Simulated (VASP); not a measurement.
A run of VASP 6.6.1:

Contents of INCAR:

```
PREC = Accurate
ENCUT = 520
EDIFF = 1E-7
ISMEAR = -1
SIGMA = 0.05
LREAL = False
LASPH = True
NELM = 150
ALGO = Normal
ISIF = 2
LWAVE = False
LCHARG = False
ISPIN = 2
MAGMOM = 0 0.3
LORBIT = 11
LMAXMIX = 4
NBANDS = 24
```

KPOINTS

```
regular mesh
0
Gamma
  11 11 12
```

The input POSCAR:

```
AgRh
1.0
    2.7775881998      0.0000000000      0.0000000000
   -1.3887940999      2.4054619423      0.0000000000
    0.0000000000      0.0000000000      4.8086020000
Ag Rh
1 1
Direct
    0.0000000000      0.0000000000      0.5000000000
    0.6666666667      0.3333333333      0.0000000000
```

Potentials or basis: VASP PAW LDA potentials, release 64 (Ag, Rh_pv).

The run is started by

```sh
$ cat potpaw_LDA.64/Ag/POTCAR potpaw_LDA.64/Rh_pv/POTCAR > POTCAR
$ mpirun -np 1 vasp_std > vasp.out
```

Hardware: 1 thread of AMD EPYC 7R13 (shared host).

Estimate the wall time of this run.

Run time: 5.3 min on 1 thread of AMD EPYC 7R13 (shared host), peak memory 0.22 GiB. Counts: scf iterations 14, k points 112.
